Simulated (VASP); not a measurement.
# TiO2 (P4_2/mnm) in VASP: single point with r2SCAN

Aim: the single point of TiO2 with r2SCAN.

All numbers are computed with VASP 6.6.1; they aren't measurements. Logs are shortened: lines on timing, memory, paths and dates and some standing lists are left out, and cuts for length are marked.

### Step 1. The cell of the first run

Symmetry: P4_2/mnm, No. 136, tetragonal system. Conventional cell: a = 4.597 Å, b = 4.597 Å, c = 2.954 Å, α = 90.00°, β = 90.00°, γ = 90.00°. Ti (site symmetry mmm) has 6 O at 1.95 to 1.98 Å within 2.6 Å. Within 2.6 Å of O (site symmetry m2m) lie 3 Ti at 1.95 to 1.98 Å and 1 O at 2.54 Å.

### Step 2. Single point, r2SCAN

POSCAR

```
TiO2
1.0
    4.5969415662      0.0000000000      0.0000000000
    0.0000000000      4.5969415662      0.0000000000
    0.0000000000      0.0000000000      2.9535432483
Ti O
2 4
Direct
    0.0000000000      0.0000000000      0.0000000000
    0.5000000000      0.5000000000      0.5000000000
    0.3046313525      0.3046313525      0.0000000000
    0.1953686475      0.8046313525      0.5000000000
    0.6953686475      0.6953686475      0.0000000000
    0.8046313525      0.1953686475      0.5000000000
```

INCAR.step1

```
ALGO = Normal
EDIFF = 1E-4
ENCUT = 520
GGA = PE
ISMEAR = -1
LASPH = T
LCHARG = F
LREAL = F
LWAVE = T
NBANDS = 33
NELM = 80
PREC = Accurate
SIGMA = 0.05
```

INCAR.step2

```
ALGO = Normal
EDIFF = 1E-6
ENCUT = 520
ISIF = 2
ISMEAR = -1
ISTART = 1
LASPH = T
LCHARG = F
LMIXTAU = T
LREAL = F
LWAVE = F
METAGGA = R2SCAN
NBANDS = 33
NELM = 80
PREC = Accurate
SIGMA = 0.05
```

KPOINTS

```
k-points
0
Gamma
  8 8 10
```

Potentials or basis: VASP PAW PBE potentials, release 64 (Ti_sv, O).

On the command line:

```bash
cat potpaw_PBE.64/Ti_sv/POTCAR potpaw_PBE.64/O/POTCAR > POTCAR
cp INCAR.step1 INCAR
mpirun -np 1 vasp_std > vasp.out
cp INCAR.step2 INCAR
mpirun -np 1 vasp_std > vasp.out
```

OUTCAR:

```text
EDIFF = 1E-6
   ENCUT = 520
   ISIF = 2
   ISMEAR = -1
   ISTART = 1
   LASPH = T
   LREAL = F
   METAGGA = R2SCAN
   NELM = 80
   PREC = Accurate

 ion  position               nearest neighbor table
   1  0.000  0.000  0.000-   4 1.95   6 1.95   4 1.95   6 1.95   5 1.98   3 1.98
   2  0.500  0.500  0.500-   3 1.95   5 1.95   3 1.95   5 1.95   4 1.98   6 1.98
   3  0.305  0.305  0.000-   2 1.95   2 1.95   1 1.98
   4  0.195  0.805  0.500-   1 1.95   1 1.95   2 1.98
   5  0.695  0.695  0.000-   2 1.95   2 1.95   1 1.98
   6  0.805  0.195  0.500-   1 1.95   1 1.95   2 1.98

  LATTYP: Found a simple tetragonal cell.
 ALAT       =     4.5969415662
 C/A-ratio  =     0.6425018038

  Lattice vectors:

 A1 = (   4.5969415662,   0.0000000000,   0.0000000000)
 A2 = (   0.0000000000,   4.5969415662,   0.0000000000)
 A3 = (   0.0000000000,   0.0000000000,   2.9535432483)

Analysis of symmetry for initial positions (statically):
=====================================================================
 Subroutine PRICEL returns:
 Original cell was already a primitive cell.

 Routine SETGRP: Setting up the symmetry group for a
 simple tetragonal supercell.

 Subroutine GETGRP returns: Found 16 space group operations
 (whereof  8 operations were pure point group operations)
 out of a pool of 16 trial point group operations.

The static configuration has the point symmetry D_2h.
 The point group associated with its full space group is D_4h.

Analysis of symmetry for dynamics (positions and initial velocities):
=====================================================================
 Subroutine PRICEL returns:
 Original cell was already a primitive cell.

 Routine SETGRP: Setting up the symmetry group for a
 simple tetragonal supercell.

 Subroutine GETGRP returns: Found 16 space group operations
 (whereof  8 operations were pure point group operations)
 out of a pool of 16 trial point group operations.

The dynamic configuration has the point symmetry D_2h.
 The point group associated with its full space group is D_4h.

 Subroutine INISYM returns: Found 16 space group operations
 (whereof  8 operations are pure point group operations),
 and found     1 'primitive' translations

----------------------------------------------------------------------------------------

                                     Primitive cell

  volume of cell :      62.4139

  direct lattice vectors                    reciprocal lattice vectors
     4.596941566  0.000000000  0.000000000     0.217535939  0.000000000  0.000000000
     0.000000000  4.596941566  0.000000000     0.000000000  0.217535939  0.000000000
     0.000000000  0.000000000  2.953543248     0.000000000  0.000000000  0.338576386

  length of vectors
     4.596941566  4.596941566  2.953543248     0.217535939  0.217535939  0.338576386

  position of ions in fractional coordinates (direct lattice)
     0.000000000  0.000000000  0.000000000
     0.500000000  0.500000000  0.500000000
     0.304631353  0.304631353  0.000000000
     0.195368647  0.804631353  0.500000000
     0.695368647  0.695368647  0.000000000
     0.804631353  0.195368647  0.500000000

  ion indices of the primitive-cell ions
   primitive index   ion index
                 1           1
                 2           2
                 3           3
                 4           4
                 5           5
                 6           6

----------------------------------------------------------------------------------------

 KPOINTS: k-points

Automatic generation of k-mesh.
 Grid dimensions read from file:
 generate k-points for:    8    8   10

 Generating k-lattice:

  Cartesian coordinates                     Fractional coordinates (reciprocal lattice)
     0.027191992  0.000000000  0.000000000     0.125000000  0.000000000  0.000000000
     0.000000000  0.027191992  0.000000000     0.000000000  0.125000000  0.000000000
     0.000000000  0.000000000  0.033857639     0.000000000  0.000000000  0.100000000

  Length of vectors
     0.027191992  0.027191992  0.033857639

  Shift w.r.t. Gamma in fractional coordinates (k-lattice)
     0.000000000  0.000000000  0.000000000

 Subroutine IBZKPT returns following result:
 ===========================================

 Found     90 irreducible k-points:

 Following reciprocal coordinates:
            Coordinates               Weight
  0.000000  0.000000  0.000000      1.000000
  0.125000  0.000000  0.000000      4.000000
  0.250000  0.000000  0.000000      4.000000
  0.375000  0.000000  0.000000      4.000000
  0.500000  0.000000  0.000000      2.000000
  0.125000  0.125000  0.000000      4.000000
[... 16 lines left out ...]
  0.375000  0.125000  0.100000     16.000000
  0.500000  0.125000  0.100000      8.000000
 [... further k-points ...]
   k-points           NKPTS =     90   k-points in BZ     NKDIM =     90   number of bands    NBANDS=     33
   number of dos      NEDOS =    301   number of ions     NIONS =      6
   total plane-waves  NPLWV =  31104
   dimension x,y,z NGX =    36 NGY =   36 NGZ =   24
   dimension x,y,z NGXF=    72 NGYF=   72 NGZF=   48
   ions per type =               2   4
   NGX,Y,Z   is equivalent  to a cutoff of  13.02, 13.02, 13.51 a.u.
   NGXF,Y,Z  is equivalent  to a cutoff of  26.04, 26.04, 27.02 a.u.
 SYSTEM =  unknown system
   PREC   = accura    normal or accurate (medium, high low for compatibility)
   ISTART =      1    job   : 0-new  1-cont  2-samecut
   ICHARG =      0    charge: 1-file 2-atom 10-const
   ISPIN  =      1    spin polarized calculation?
   LNONCOLLINEAR =      F non collinear calculations
   LSORBIT =      F    spin-orbit coupling
   LASPH  =      T    aspherical Exc in radial PAW
   ENCUT  =  520.0 eV  38.22 Ry    6.18 a.u.   8.55  8.55  5.49*2*pi/ulx,y,z
   NELM   =     80;   NELMIN=  2; NELMDL=  0     # of ELM steps
   EDIFF  = 0.1E-05   stopping-criterion for ELM
   LREAL  =      F    real-space projection
   EDIFFG = 0.1E-04   stopping-criterion for IOM
   NSW    =      0    number of steps for IOM
   IBRION =     -1    ionic relax: 0-MD 1-quasi-New 2-CG
   NFREE  =      0    steps in history (QN), initial steepest desc. (CG)
   ISIF   =      2    stress and relaxation
   ISYM   =      2    0-nonsym 1-usesym 2-fastsym
   POTIM  = 0.5000    time-step for ionic-motion
   TEBEG  =    0.0;   TEEND  =   0.0 temperature during run
   PSTRESS=    0.0 pullay stress
   NELECT =      48.0000    total number of electrons
   NUPDOWN=      -1.0000    fix difference up-down
   EMIN   =  10.00;   EMAX   =-10.00  energy-range for DOS
   EFERMI =   0.00;   METHOD = LEGACY
   ISMEAR =    -1;   SIGMA  =   0.05  broadening in eV -4-tet -1-fermi 0-gaus
   EFERMI_NEDOS =   21; number of points for ismear=-14 and -15
   IALGO  =     38    algorithm
   IMIX   =      4    mixing-type and parameters
     AMIX     =   0.40;   BMIX     =  1.00
     AMIX_MAG =   1.60;   BMIX_MAG =  1.00
  volume/ion in A,a.u.               =      10.40        70.20
  Fermi-wavevector in a.u.,A,eV,Ry     =   1.499897  2.834395 30.608910  2.249691
  Thomas-Fermi vector in A             =   2.611468
   LORBIT       =      0    0 simple, 1 ext, 2 COOP (PROOUT), +10 PAW based schemes
   METAGGA = R2SCAN    functional components
   LHFCALC =     F    Hartree Fock is set to
   AEXX    =    0.0000 exact exchange contribution
   IVDW    =     0    specifies the selected vdW correction
   LEPSILON=     F    determine dielectric tensor
   LRPA    =     F    only Hartree local field effects (RPA)
 non-spin polarized calculation
  energy-cutoff  :      520.00
  volume of cell :       62.41
 maximum number of plane-waves:      1698
 NGX is ok and might be reduce to    36
   NGX = 17   NGY = 17   NGZ = 11

 number of electron      48.0000021 magnetization

 Free energy of the ion-electron system (eV)
  ---------------------------------------------------
  ext. energy  EPLUGINS =         0.00000000
  ---------------------------------------------------
  free energy    TOTEN  =       -69.79428256 eV

  energy without entropy =      -69.79428256  energy(sigma->0) =      -69.79428256

 E-fermi :   5.6224     XC(G=0): -12.1566

 val. band max:        4.5429827610   @ k =   0.0000   0.0000   0.0000
 cond. band min:       6.7722217970   @ k =   0.0000   0.0000   0.0000
 fundamental gap:      2.2292390360
 Fermi energy:         5.6223733116

 k-point     1 :       0.0000    0.0000    0.0000
  band No.  band energies     occupation
      1     -54.5990      2.00000
      2     -54.5812      2.00000
      3     -29.8658      2.00000
      4     -29.8658      2.00000
      5     -29.6874      2.00000
      6     -29.6874      2.00000
[... 25 lines left out ...]
     32      11.5301      0.00000
     33      11.5301      0.00000

 k-point     2 :       0.1250    0.0000    0.0000
  band No.  band energies     occupation
      1     -54.5984      2.00000
      2     -54.5819      2.00000
      3     -29.8604      2.00000
      4     -29.8599      2.00000
      5     -29.6940      2.00000
      6     -29.6935      2.00000
[... 25 lines left out ...]
     32      11.4726      0.00000
     33      11.4852      0.00000

 k-point     3 :       0.2500    0.0000    0.0000
  band No.  band energies     occupation
      1     -54.5964      2.00000
      2     -54.5838      2.00000
      3     -29.8451      2.00000
      4     -29.8435      2.00000
      5     -29.7120      2.00000
      6     -29.7103      2.00000
[... 25 lines left out ...]
     32      11.3324      0.00000
     33      11.3677      0.00000

 k-point     4 :       0.3750    0.0000    0.0000
  band No.  band energies     occupation
      1     -54.5935      2.00000
      2     -54.5867      2.00000
      3     -29.8237      2.00000
      4     -29.8215      2.00000
      5     -29.7355      2.00000
      6     -29.7332      2.00000
[... 673 lines left out ...]
     32      10.9560      0.00000
     33      11.3120      0.00000

 k-point    23 :       0.3750    0.1250    0.1000
  band No.  band energies     occupation
      1     -54.5892      2.00000
      2     -54.5831      2.00000
      3     -29.8373      2.00000
      4     -29.7986      2.00000
      5     -29.7521      2.00000
      6     -29.7110      2.00000
[... 25 lines left out ...]
     32      10.8651      0.00000
     33      11.1867      0.00000

 k-point    24 :       0.5000    0.1250    0.1000
  band No.  band energies     occupation
      1     -54.5861      2.00000
      2     -54.5861      2.00000
      3     -29.8159      2.00000
      4     -29.8159      2.00000
      5     -29.7345      2.00000
      6     -29.7345      2.00000
[... 25 lines left out ...]
     32      10.7486      0.00000
     33      11.2381      0.00000

 [... further k-points ...]

------------------------ aborting loop because EDIFF is reached ----------------------------------------

  FORCE on cell =-STRESS in cart. coord.  units (eV):
  Direction    XX          YY          ZZ          XY          YZ          ZX
  --------------------------------------------------------------------------------------
  -------------------------------------------------------------------------------------
  Total        0.4026050      0.4026050      0.6835985      0.0000000      0.0000000      0.0000000
  in kB       10.3349507     10.3349507     17.5481111      0.0000000      0.0000000      0.0000000
  external PRESSURE =      12.7393375 kB  Pullay stress =       0.0000000 kB

 VOLUME and BASIS-vectors are now :
 -----------------------------------------------------------------------------
  energy-cutoff  :      520.00
  volume of cell :       62.41
      direct lattice vectors                 reciprocal lattice vectors
     4.596941566  0.000000000  0.000000000     0.217535939  0.000000000  0.000000000
     0.000000000  4.596941566  0.000000000     0.000000000  0.217535939  0.000000000
     0.000000000  0.000000000  2.953543248     0.000000000  0.000000000  0.338576386

 POSITION                                       TOTAL-FORCE (eV/Angst)
 -----------------------------------------------------------------------------------
      0.00000      0.00000      0.00000        -0.000000      0.000000      0.000000
      2.29847      2.29847      1.47677        -0.000000      0.000000      0.000000
      1.40037      1.40037      0.00000        -0.025599     -0.025599      0.000000
      0.89810      3.69884      1.47677         0.025599     -0.025599      0.000000
      3.19657      3.19657      0.00000         0.025599      0.025599     -0.000000
      3.69884      0.89810      1.47677        -0.025599      0.025599     -0.000000
 -----------------------------------------------------------------------------------
    total drift:                               -0.000000      0.000000      0.000000

  FREE ENERGIE OF THE ION-ELECTRON SYSTEM (eV)
  ---------------------------------------------------
  free  energy   TOTEN  =       -69.7942825648 eV

  energy  without entropy=      -69.7942825648  energy(sigma->0) =      -69.79428256
```

Wall time 8.2 min (1 thread of Intel Xeon Platinum 8259CL at 2.50GHz (Skylake/Cascade Lake), shared host); peak memory 0.28 GiB.

What came out:

- Free energy: -69.7943 eV
- Pressure: 1.3 GPa
- Largest force: 0.036 eV/Å
- Band gap on the k mesh: 2.23 eV

Forces on the atoms (eV/Å):
```
Ti   0.000  0.000  0.000
Ti   0.000  0.000  0.000
O   -0.026 -0.026  0.000
O    0.026 -0.026  0.000
O    0.026  0.026  0.000
O   -0.026  0.026  0.000
```

Stress tensor (GPa, compression positive):
```
1.03 0.00 0.00
0.00 1.03 0.00
0.00 0.00 1.75
```

Caveat: the PAW data sets were made with another functional, which shifts forces and pressure a little.
